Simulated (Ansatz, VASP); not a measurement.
# MnH3 in VASP and in Ansatz

File INCAR:

```
  PREC = Accurate
  ENCUT = 520
  EDIFF = 1E-6
  ISMEAR = 0
  SIGMA = 0.1
  LREAL = F
  LASPH = T
  NELM = 150
  ALGO = Normal
  ISIF = 2
  LWAVE = F
  LCHARG = F
  ISPIN = 2
  MAGMOM = 4 0 0 0
  LORBIT = 11
  LMAXMIX = 4
  GGA = PE
  NBANDS = 20
```

Contents of KPOINTS:

```
Automatic mesh
0
Gamma
  6 6 6
```

POSCAR

```
MnH3
1.0
    3.2408784700      0.0000000000      0.0000000000
    0.0000000000      3.2408784700      0.0000000000
    0.0000000000      0.0000000000      3.2408784700
Mn H
1 3
Direct
    0.0000000000      0.0000000000      0.0000000000
    0.5000000000      0.5000000000      0.0000000000
    0.5000000000      0.0000000000      0.5000000000
    0.0000000000      0.5000000000      0.5000000000
```

Input for Ansatz:

```yaml
crystal:
  lattice:
    - [3.24087847, 0.0, 0.0]
    - [0.0, 3.24087847, 0.0]
    - [0.0, 0.0, 3.24087847]
  atoms:
    - { symbol: Mn, position: [0.0, 0.0, 0.0], spin: 4.0 }
    - { symbol: H, position: [0.5, 0.5, 0.0] }
    - { symbol: H, position: [0.5, 0.0, 0.5] }
    - { symbol: H, position: [0.0, 0.5, 0.5] }
basis:
  ecutwfc: 420
kpoints:
  mp_grid: { grid: [6, 6, 6] }
hamiltonian:
  xc: pbe
scf:
  occupations: { method: gaussian, width: 0.1 }
  lower_state_search: "off"
output:
  forces: true
  stress: true
  eigenvalues: true
  populations: true
magnetization:
  spin_polarized: true
```

Change from the starting cell: species swapped into the ZnPt3 type (Pm-3m, No. 221).

Alike in both runs: task single point; functional PBE; k mesh 6 × 6 × 6; occupations gaussian, width 0.1 eV; collinear spin.

|  | VASP | Ansatz |
| --- | --- | --- |
| version | VASP 6.6.1 | Ansatz 0.2.0 |
| potentials or method | VASP PAW PBE potentials, release 64 (Mn_pv, H), cutoff 520 eV | scalar-relativistic, plane waves, PAW |
| valence electrons in the cell | 16 | 18 |

|  | VASP | Ansatz | Ansatz less VASP |
| --- | --- | --- | --- |
| gap on the k mesh at the Fermi level (eV) | none | none | - |
| pressure (GPa) | -23.9 | -23.6 | +0.30 |
| net moment per atom (μB) | 0.91 | 0.91 | 0.000 |
| size of the moment on the site where the two differ most (μB) | 3.83 | 3.61 | -0.219 |

Site moments also hang on the region over which each program counts them. A gap of «none» marks a metal or a gap that the smearing closes. The functional is the same, so the differences come from potentials, cutoffs and numerics. VASP's potentials hold 16 valence electrons a cell and Ansatz's 18, so a difference there can come from the potentials and not from the codes.
